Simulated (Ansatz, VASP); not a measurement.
**Ni: VASP beside Ansatz**

Contents of INCAR:

```
ALGO = Normal
EDIFF = 1E-6
ENCUT = 520
GGA = RP
ISIF = 2
ISMEAR = -1
ISPIN = 2
LASPH = True
LCHARG = False
LMAXMIX = 4
LORBIT = 11
LREAL = False
LWAVE = False
MAGMOM = 0.71 0.71
NBANDS = 21
NELM = 150
PREC = Accurate
SIGMA = 0.05
```

KPOINTS

```
k-points
0
Gamma
  16 16 9
```

File POSCAR:

```
Ni
1.0
    2.5467270483      0.0000000000      0.0000000000
   -1.2733635241      2.2055303203      0.0000000000
    0.0000000000      0.0000000000      4.1702174131
Ni
2
Direct
    0.3333333333      0.6666666667      0.2500000000
    0.6666666667      0.3333333333      0.7500000000
```

Input for Ansatz:

```yaml
crystal:
  lattice:
    - [2.5467270483, 0.0, 0.0]
    - [-1.2733635241, 2.2055303203, 0.0]
    - [0.0, 0.0, 4.1702174131]
  atoms:
    - { symbol: Ni, position: [0.3333333333, 0.6666666667, 0.25], spin: 0.71 }
    - { symbol: Ni, position: [0.6666666667, 0.3333333333, 0.75], spin: 0.71 }
hamiltonian:
  xc: rpbe
  pseudopotentials:
    kind: paw
    azcp:
      Ni: "pseudopotentials/Ni.paw.azcp"
basis:
  ecutwfc: 420
  fft_grid_basis: typed
kpoints:
  mp_grid: { grid: [16, 16, 9], shift: [0, 0, 0] }
magnetization:
  spin_polarized: true
scf:
  occupations: { method: fermi_dirac, width: 0.05 }
  lower_state_search: "off"
output:
  stress: true
```

Alike in both runs: task single point; functional RPBE; k mesh 16 × 16 × 9; occupations fermi-dirac, width 0.05 eV; collinear spin.

|  | VASP | Ansatz |
| --- | --- | --- |
| version | VASP 6.6.1 | Ansatz 0.2.0 |
| potentials or method | VASP PAW PBE potentials, release 64 (Ni), cutoff 520 eV | plane waves (420 eV) with PAW, scalar-relativistic |
| valence electrons in the cell | 20 | 36 |

```csv
,VASP,Ansatz,Ansatz less VASP
pressure (GPa),-6.2,-6.4,-0.15
"traceless stress, the component that is largest in VASP (GPa)",0.24,0.16,-0.072
net moment per atom (μB),0.67,0.70,+0.027
size of the moment on the site where the two differ most (μB),0.69,0.74,+0.050
```

VASP's potentials were made for PBE, not for RPBE. Site moments also hang on the region over which each program counts them. VASP's potentials hold 20 valence electrons a cell and Ansatz's 36, so a difference there can come from the potentials and not from the codes.
